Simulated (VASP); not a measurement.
The system is MoS2, a slab with vacuum.

```xyz
3
Lattice="3.2052 0.0000 0.0000 -1.6026 2.7758 0.0000 0.0000 0.0000 17.4494" Properties=species:S:1:pos:R:3 pbc="T T T"
Mo    0.0000    0.0000    0.0000
S     0.0000    1.8505   15.8878
S     0.0000    1.8505    1.5616
```

This cell differs from its parent crystal: volume scaled by 1.02.

Base run:

| Quantity | Value |
| --- | --- |
| Program | VASP 6.6.1 |
| Functional | PBE |
| Potentials or basis | VASP PAW PBE potentials, release 64 (Mo_sv, S) |
| Cutoff | 520 eV |
| k mesh | 10 × 10 × 2 |
| Occupations | fermi-dirac, width 0.05 eV |
| Spin | no spin polarisation |

Its results: band gap on the k mesh 1.69 eV, indirect (least direct gap 1.87 eV); largest force 0.114 eV/Å.

**Question.** The run is repeated on the same cell with these changes: functional from PBE to r2SCAN; further incar settings from ALGO = Normal; EDIFF = 1e-06; NBANDS = 20 to ALGO = Normal; EDIFF = 1e-07; NBANDS = 20. What comes out?

**Answer.** Band gap on the k mesh 1.77 eV, indirect (least direct gap 1.98 eV); largest force 0.305 eV/Å.

Caveats: the PAW data sets were made with another functional, which shifts forces and pressure a little (some runs).

A k mesh can miss the band edges.
